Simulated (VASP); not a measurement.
# Hf (Im-3m) in VASP: further runs

Runs on Hf. Level: LDA. Tasks: single point.

Everything below comes from runs of VASP 6.6.1. Logs are shortened: lines on timing, memory, paths and dates and some standing lists are left out, and cuts for length are marked.

### 1 The cell of the first run

The structure is cubic, space group Im-3m (No. 229). The conventional cell has a = 3.058 Å, b = 3.058 Å, c = 3.058 Å, α = 90.00°, β = 90.00°, γ = 90.00°. Hf (site symmetry m-3m) has 14 Hf at 2.65 to 3.06 Å within 3.5 Å.

### 2 Single point, LDA (volume scaled by 0.7)

INCAR reads:

```
SYSTEM = Hf
  PREC = Accurate
  ENCUT = 520
  EDIFF = 1E-6
  ISMEAR = -1
  SIGMA = 0.08
  LREAL = .FALSE.
  LASPH = .TRUE.
  NELM = 100
  ALGO = Normal
  ISIF = 2
  LWAVE = .FALSE.
  LCHARG = .FALSE.
  GGA = CA
  NBANDS = 11
```

KPOINTS reads:

```
regular mesh
0
G
  17 17 17
  0 0 0
```

POSCAR reads:

```
Hf
1.0
   -1.5289728139      1.5289728139      1.5289728139
    1.5289728139     -1.5289728139      1.5289728139
    1.5289728139      1.5289728139     -1.5289728139
Hf
1
Direct
    0.0000000000      0.0000000000      0.0000000000
```

Potentials or basis: VASP PAW LDA potentials, release 64 (Hf_pv).

Started as:

```console
> cat potpaw_LDA.64/Hf_pv/POTCAR > POTCAR
> mpirun -np 1 vasp_std > vasp.out
```

OUTCAR:

```text
SYSTEM = Hf
   PREC = Accurate
   ENCUT = 520
   EDIFF = 1E-6
   ISMEAR = -1
   LREAL = .FALSE.
   LASPH = .TRUE.
   NELM = 100
   ISIF = 2
   GGA = CA

 ion  position               nearest neighbor table
   1  0.000  0.000  0.000-

  LATTYP: Found a body centered cubic cell.
 ALAT       =     3.0579456278

  Lattice vectors:

 A1 = (  -1.5289728139,   1.5289728139,   1.5289728139)
 A2 = (   1.5289728139,  -1.5289728139,   1.5289728139)
 A3 = (   1.5289728139,   1.5289728139,  -1.5289728139)

Analysis of symmetry for initial positions (statically):
=====================================================================
 Subroutine PRICEL returns:
 Original cell was already a primitive cell.

 Routine SETGRP: Setting up the symmetry group for a
 body centered cubic supercell.

 Subroutine GETGRP returns: Found 48 space group operations
 (whereof 48 operations were pure point group operations)
 out of a pool of 48 trial point group operations.

The static configuration has the point symmetry O_h .

Analysis of symmetry for dynamics (positions and initial velocities):
=====================================================================
 Subroutine PRICEL returns:
 Original cell was already a primitive cell.

 Routine SETGRP: Setting up the symmetry group for a
 body centered cubic supercell.

 Subroutine GETGRP returns: Found 48 space group operations
 (whereof 48 operations were pure point group operations)
 out of a pool of 48 trial point group operations.

The dynamic configuration has the point symmetry O_h .

 Subroutine INISYM returns: Found 48 space group operations
 (whereof 48 operations are pure point group operations),
 and found     1 'primitive' translations

----------------------------------------------------------------------------------------

                                     Primitive cell

  volume of cell :      14.2975

  direct lattice vectors                    reciprocal lattice vectors
    -1.528972814  1.528972814  1.528972814     0.000000000  0.327016933  0.327016933
     1.528972814 -1.528972814  1.528972814     0.327016933  0.000000000  0.327016933
     1.528972814  1.528972814 -1.528972814     0.327016933  0.327016933  0.000000000

  length of vectors
     2.648258597  2.648258597  2.648258597     0.462471782  0.462471782  0.462471782

  position of ions in fractional coordinates (direct lattice)
[... 82 lines left out ...]
   NFREE  =      0    steps in history (QN), initial steepest desc. (CG)
   ISIF   =      2    stress and relaxation
   ISYM   =      2    0-nonsym 1-usesym 2-fastsym
   POTIM  = 0.5000    time-step for ionic-motion
   TEBEG  =    0.0;   TEEND  =   0.0 temperature during run
   PSTRESS=    0.0 pullay stress
   NELECT =      10.0000    total number of electrons
   NUPDOWN=      -1.0000    fix difference up-down
   EMIN   =  10.00;   EMAX   =-10.00  energy-range for DOS
   EFERMI =   0.00;   METHOD = LEGACY
   ISMEAR =    -1;   SIGMA  =   0.08  broadening in eV -4-tet -1-fermi 0-gaus
   EFERMI_NEDOS =   21; number of points for ismear=-14 and -15
   IALGO  =     38    algorithm
   IMIX   =      4    mixing-type and parameters
     AMIX     =   0.40;   BMIX     =  1.00
     AMIX_MAG =   1.60;   BMIX_MAG =  1.00
  volume/ion in A,a.u.               =      14.30        96.48
  Fermi-wavevector in a.u.,A,eV,Ry     =   1.453188  2.746127 28.732167  2.111755
  Thomas-Fermi vector in A             =   2.570483
   LORBIT       =      0    0 simple, 1 ext, 2 COOP (PROOUT), +10 PAW based schemes
   GGA     = CA    functional components
   LHFCALC =     F    Hartree Fock is set to
   AEXX    =    0.0000 exact exchange contribution
   IVDW    =     0    specifies the selected vdW correction
   LEPSILON=     F    determine dielectric tensor
   LRPA    =     F    only Hartree local field effects (RPA)
 non-spin polarized calculation
  energy-cutoff  :      520.00
  volume of cell :       14.30
 maximum number of plane-waves:       398
   NGX =  9   NGY =  9   NGZ =  9

 number of electron      10.0000000 magnetization

 number of electron       9.9999998 magnetization

 Free energy of the ion-electron system (eV)
  ---------------------------------------------------
  ext. energy  EPLUGINS =         0.00000000
  ---------------------------------------------------
  free energy    TOTEN  =        -9.47611586 eV

  energy without entropy =       -9.45949488  energy(sigma->0) =       -9.46780537

 E-fermi :   8.0639     XC(G=0): -13.6687

 val. band max:        8.0569693550   @ k =  -0.3529  -0.4118   0.0588
 cond. band min:       8.0749141502   @ k =   0.1765   0.0588   0.0588
 fundamental gap:      0.0179447952
 Fermi energy:         8.0639323700

 k-point     1 :       0.0000    0.0000    0.0000
  band No.  band energies     occupation
      1     -19.9098      2.00000
      2     -19.9098      2.00000
      3     -19.9098      2.00000
      4       0.0722      2.00000
      5       9.6249      0.00000
      6       9.6249      0.00000
      7       9.6249      0.00000
      8      13.9275      0.00000
      9      13.9275      0.00000
     10      21.7288      0.00000
     11      23.6938      0.00000
[... 309 lines left out ...]
 k-point    24 :       0.1765    0.1765    0.0000
  band No.  band energies     occupation
      1     -22.0415      2.00000
      2     -20.6170      2.00000
      3     -20.1418      2.00000
      4       4.1107      2.00000
      5       7.3015      1.99985
      6       7.9330      1.67418
      7      12.5590      0.00000
      8      15.3486      0.00000
      9      15.7021      0.00000
     10      21.7228      0.00000
     11      25.7464      0.00000

 [... further k-points ...]

------------------------ aborting loop because EDIFF is reached ----------------------------------------

  FORCE on cell =-STRESS in cart. coord.  units (eV):
  Direction    XX          YY          ZZ          XY          YZ          ZX
  --------------------------------------------------------------------------------------
  -------------------------------------------------------------------------------------
  Total        6.5920139      6.5920139      6.5920139     -0.0000000      0.0000000     -0.0000000
  in kB      738.7022407    738.7022407    738.7022407     -0.0000000      0.0000000     -0.0000000
  external PRESSURE =     738.7022407 kB  Pullay stress =       0.0000000 kB

 VOLUME and BASIS-vectors are now :
 -----------------------------------------------------------------------------
  energy-cutoff  :      520.00
  volume of cell :       14.30
      direct lattice vectors                 reciprocal lattice vectors
    -1.528972814  1.528972814  1.528972814     0.000000000  0.327016933  0.327016933
     1.528972814 -1.528972814  1.528972814     0.327016933  0.000000000  0.327016933
     1.528972814  1.528972814 -1.528972814     0.327016933  0.327016933  0.000000000

 POSITION                                       TOTAL-FORCE (eV/Angst)
 -----------------------------------------------------------------------------------
      0.00000      0.00000      0.00000         0.000000      0.000000      0.000000
 -----------------------------------------------------------------------------------
    total drift:                                0.000000     -0.000000      0.000000

  FREE ENERGIE OF THE ION-ELECTRON SYSTEM (eV)
  ---------------------------------------------------
  free  energy   TOTEN  =        -9.4761158595 eV

  energy  without entropy=       -9.4594948835  energy(sigma->0) =       -9.46780537
```

OSZICAR:

```text
N       E                     dE             d eps       ncg     rms          rms(c)
DAV:   1     0.151269564674E+02    0.15127E+02   -0.59395E+03  3737   0.892E+02
DAV:   2    -0.930770309205E+01   -0.24435E+02   -0.23518E+02  4362   0.168E+02
DAV:   3    -0.968679560760E+01   -0.37909E+00   -0.37695E+00  4373   0.142E+01
DAV:   4    -0.968741240646E+01   -0.61680E-03   -0.61672E-03  3926   0.672E-01
DAV:   5    -0.968741344259E+01   -0.10361E-05   -0.10354E-05  4157   0.261E-02    0.564E+01
DAV:   6    -0.953850074440E+01    0.14891E+00   -0.87643E-02  3897   0.223E+00    0.333E+01
DAV:   7    -0.947752562088E+01    0.60975E-01   -0.12744E-01  3960   0.264E+00    0.131E+00
DAV:   8    -0.947610333626E+01    0.14223E-02   -0.54841E-03  3896   0.604E-01    0.880E-02
DAV:   9    -0.947611495632E+01   -0.11620E-04   -0.57541E-05  4154   0.757E-02    0.360E-02
DAV:  10    -0.947611585947E+01   -0.90315E-06   -0.45877E-06  3924   0.174E-02
   1 F= -.94761159E+01 E0= -.94678054E+01  d E =-.166210E-01
```

Wall time 11 s (1 thread of Intel Xeon Platinum 8488C (Sapphire Rapids), shared host); peak memory 0.13 GiB.

What came out:

- Free energy: -9.4761 eV
- Pressure: 73.9 GPa
- Band gap on the k mesh: zero (band 5 reaches 9.62 eV, above the bottom of band 6 at 7.03 eV)

Levels at points of the mesh, in eV from the Fermi level:
| k point | band 2 | band 3 | band 4 | band 5 | band 6 | band 7 | band 8 | band 9 |
| --- | --- | --- | --- | --- | --- | --- | --- | --- |
| (0.00, 0.00, 0.00) | -27.97 | -27.97 | -7.99 | 1.56 | 1.56 | 1.56 | 5.86 | 5.86 |

Caveat: spin-orbit coupling is left out, which moves the levels of the heavy elements.

### 3 Single point, LDA (volume scaled by 0.8)

INCAR reads:

```
ALGO = Normal ; EDIFF = 1E-6
ENCUT = 520 ; GGA = CA
ISIF = 2 ; ISMEAR = -1
LASPH = T ; LCHARG = F
LREAL = F ; LWAVE = F
NBANDS = 11 ; NELM = 60
PREC = Accurate ; SIGMA = 0.08
```

KPOINTS reads:

```
k-points
0
Gamma
  17 17 17
```

POSCAR reads:

```
Hf
1.0
   -1.5985654138      1.5985654138      1.5985654138
    1.5985654138     -1.5985654138      1.5985654138
    1.5985654138      1.5985654138     -1.5985654138
Hf
1
Direct
    0.0000000000      0.0000000000      0.0000000000
```

Potentials or basis: VASP PAW LDA potentials, release 64 (Hf_pv).

Started as:

```console
> cat potpaw_LDA.64/Hf_pv/POTCAR > POTCAR
> mpirun -np 1 vasp_std > vasp.out
```

OUTCAR:

```text
EDIFF = 1E-6
   ENCUT = 520
   GGA = CA
   ISIF = 2
   ISMEAR = -1
   LASPH = T
   LREAL = F
   NELM = 60
   PREC = Accurate

 ion  position               nearest neighbor table
   1  0.000  0.000  0.000-

  LATTYP: Found a body centered cubic cell.
 ALAT       =     3.1971308276

  Lattice vectors:

 A1 = (  -1.5985654138,   1.5985654138,   1.5985654138)
 A2 = (   1.5985654138,  -1.5985654138,   1.5985654138)
 A3 = (   1.5985654138,   1.5985654138,  -1.5985654138)

Analysis of symmetry for initial positions (statically):
=====================================================================
 Subroutine PRICEL returns:
 Original cell was already a primitive cell.

 Routine SETGRP: Setting up the symmetry group for a
 body centered cubic supercell.

 Subroutine GETGRP returns: Found 48 space group operations
 (whereof 48 operations were pure point group operations)
 out of a pool of 48 trial point group operations.

The static configuration has the point symmetry O_h .

Analysis of symmetry for dynamics (positions and initial velocities):
=====================================================================
 Subroutine PRICEL returns:
 Original cell was already a primitive cell.

 Routine SETGRP: Setting up the symmetry group for a
 body centered cubic supercell.

 Subroutine GETGRP returns: Found 48 space group operations
 (whereof 48 operations were pure point group operations)
 out of a pool of 48 trial point group operations.

The dynamic configuration has the point symmetry O_h .

 Subroutine INISYM returns: Found 48 space group operations
 (whereof 48 operations are pure point group operations),
 and found     1 'primitive' translations

----------------------------------------------------------------------------------------

                                     Primitive cell

  volume of cell :      16.3400

[... 105 lines left out ...]
     AMIX     =   0.40;   BMIX     =  1.00
     AMIX_MAG =   1.60;   BMIX_MAG =  1.00
  volume/ion in A,a.u.               =      16.34       110.27
  Fermi-wavevector in a.u.,A,eV,Ry     =   1.389924  2.626576 26.284946  1.931889
  Thomas-Fermi vector in A             =   2.513908
   LORBIT       =      0    0 simple, 1 ext, 2 COOP (PROOUT), +10 PAW based schemes
   GGA     = CA    functional components
   LHFCALC =     F    Hartree Fock is set to
   AEXX    =    0.0000 exact exchange contribution
   IVDW    =     0    specifies the selected vdW correction
   LEPSILON=     F    determine dielectric tensor
   LRPA    =     F    only Hartree local field effects (RPA)
 non-spin polarized calculation
  energy-cutoff  :      520.00
  volume of cell :       16.34
 maximum number of plane-waves:       456
 NGX is ok and might be reduce to    24
   NGX = 11   NGY = 11   NGZ = 11

 number of electron      10.0000000 magnetization

 number of electron       9.9999999 magnetization

 Free energy of the ion-electron system (eV)
  ---------------------------------------------------
  ext. energy  EPLUGINS =         0.00000000
  ---------------------------------------------------
  free energy    TOTEN  =       -10.16383239 eV

  energy without entropy =      -10.14125336  energy(sigma->0) =      -10.15254288

 E-fermi :   6.8267     XC(G=0): -12.9757

 val. band max:        6.8249133915   @ k =  -0.3529  -0.4706   0.1176
 cond. band min:       6.8542646986   @ k =  -0.2353   0.2941   0.0588
 fundamental gap:      0.0293513070
 Fermi energy:         6.8266559056

 k-point     1 :       0.0000    0.0000    0.0000
  band No.  band energies     occupation
      1     -21.6126      2.00000
      2     -21.6126      2.00000
      3     -21.6126      2.00000
      4      -0.9499      2.00000
      5       8.4456      0.00000
      6       8.4456      0.00000
      7       8.4456      0.00000
      8      12.2551      0.00000
      9      12.2551      0.00000
     10      20.2055      0.00000
     11      21.7848      0.00000
[... 309 lines left out ...]
 k-point    24 :       0.1765    0.1765    0.0000
  band No.  band energies     occupation
      1     -23.0712      2.00000
      2     -22.0921      2.00000
      3     -21.7676      2.00000
      4       2.7557      2.00000
      5       6.3604      1.99413
      6       6.8160      1.06672
      7      11.0550      0.00000
      8      13.3723      0.00000
      9      13.5423      0.00000
     10      20.1991      0.00000
     11      23.0021      0.00000

 [... further k-points ...]
[... 5 lines left out ...]
  --------------------------------------------------------------------------------------
  -------------------------------------------------------------------------------------
  Total        3.7888427      3.7888427      3.7888427      0.0000000      0.0000000     -0.0000000
  in kB      371.5060854    371.5060854    371.5060854      0.0000000      0.0000000     -0.0000000
  external PRESSURE =     371.5060854 kB  Pullay stress =       0.0000000 kB

 VOLUME and BASIS-vectors are now :
 -----------------------------------------------------------------------------
  energy-cutoff  :      520.00
  volume of cell :       16.34
      direct lattice vectors                 reciprocal lattice vectors
    -1.598565414  1.598565414  1.598565414     0.000000000  0.312780444  0.312780444
     1.598565414 -1.598565414  1.598565414     0.312780444  0.000000000  0.312780444
     1.598565414  1.598565414 -1.598565414     0.312780444  0.312780444  0.000000000

 POSITION                                       TOTAL-FORCE (eV/Angst)
 -----------------------------------------------------------------------------------
      0.00000      0.00000      0.00000        -0.000000      0.000000      0.000000
 -----------------------------------------------------------------------------------
    total drift:                                0.000000      0.000000     -0.000000

  FREE ENERGIE OF THE ION-ELECTRON SYSTEM (eV)
  ---------------------------------------------------
  free  energy   TOTEN  =       -10.1638323893 eV

  energy  without entropy=      -10.1412533614  energy(sigma->0) =      -10.15254288
```

OSZICAR:

```text
N       E                     dE             d eps       ncg     rms          rms(c)
DAV:   1     0.145122361736E+02    0.14512E+02   -0.58158E+03  3665   0.873E+02
DAV:   2    -0.997213985403E+01   -0.24484E+02   -0.23602E+02  4591   0.165E+02
DAV:   3    -0.103899505232E+02   -0.41781E+00   -0.41334E+00  4415   0.147E+01
DAV:   4    -0.103908207466E+02   -0.87022E-03   -0.87011E-03  4023   0.804E-01
DAV:   5    -0.103908228249E+02   -0.20783E-05   -0.20785E-05  4247   0.364E-02    0.515E+01
DAV:   6    -0.102280776613E+02    0.16275E+00   -0.11638E-01  4074   0.249E+00    0.304E+01
DAV:   7    -0.101659375964E+02    0.62140E-01   -0.17017E-01  4083   0.294E+00    0.132E+00
DAV:   8    -0.101638199964E+02    0.21176E-02   -0.83773E-03  3956   0.714E-01    0.725E-02
DAV:   9    -0.101638316754E+02   -0.11679E-04   -0.76893E-05  4219   0.879E-02    0.369E-02
DAV:  10    -0.101638323893E+02   -0.71389E-06   -0.61425E-06  3969   0.194E-02
   1 F= -.10163832E+02 E0= -.10152543E+02  d E =-.225790E-01
```

Wall time 12 s (1 thread of Intel Xeon Platinum 8488C (Sapphire Rapids), shared host); peak memory 0.15 GiB.

What came out:

```
Free energy            : -10.1638 eV
Pressure               : 37.2 GPa
Band gap on the k mesh : zero (band 5 reaches 8.45 eV, above the bottom of band 6 at 5.77 eV)
```

Caveat: spin-orbit coupling is left out, which moves the levels of the heavy elements.

### 4 Single point, LDA (volume scaled by 0.8)

INCAR reads:

```
SYSTEM = Hf
PREC = Accurate
ENCUT = 520
EDIFF = 1E-7
ISMEAR = -1
SIGMA = 0.08
LREAL = .False.
LASPH = .True.
NELM = 80
ALGO = Normal
ISIF = 2
LWAVE = .False.
LCHARG = .True.
GGA = CA
LELF = .True.
LVHAR = .True.
NBANDS = 11
```

KPOINTS reads:

```
regular mesh
0
Gamma
  17 17 17
  0 0 0
```

POSCAR is that of step 3.

Started as:

```console
> cat potpaw_LDA.64/Hf_pv/POTCAR > POTCAR
> mpirun -np 1 vasp_std > vasp.out
```

Run time: 16 s. Hardware: 1 thread of Intel Xeon Platinum 8488C (Sapphire Rapids), shared host; peak memory 0.15 GiB.

It converged, with:

```yaml
Free_energy: -10.1638 eV
Pressure: 37.1 GPa
Band_gap_on_the_k_mesh: zero (band 5 reaches 8.45 eV, above the bottom of band 6 at 5.77 eV)
```

Levels at points of the mesh, in eV from the Fermi level:
```
           k point  band 3  band 4  band 5  band 6  band 7  band 8
(0.00, 0.00, 0.00)  -28.44   -7.78    1.62    1.62    1.62    5.43
```

Caveat: spin-orbit coupling is left out, which moves the levels of the heavy elements.
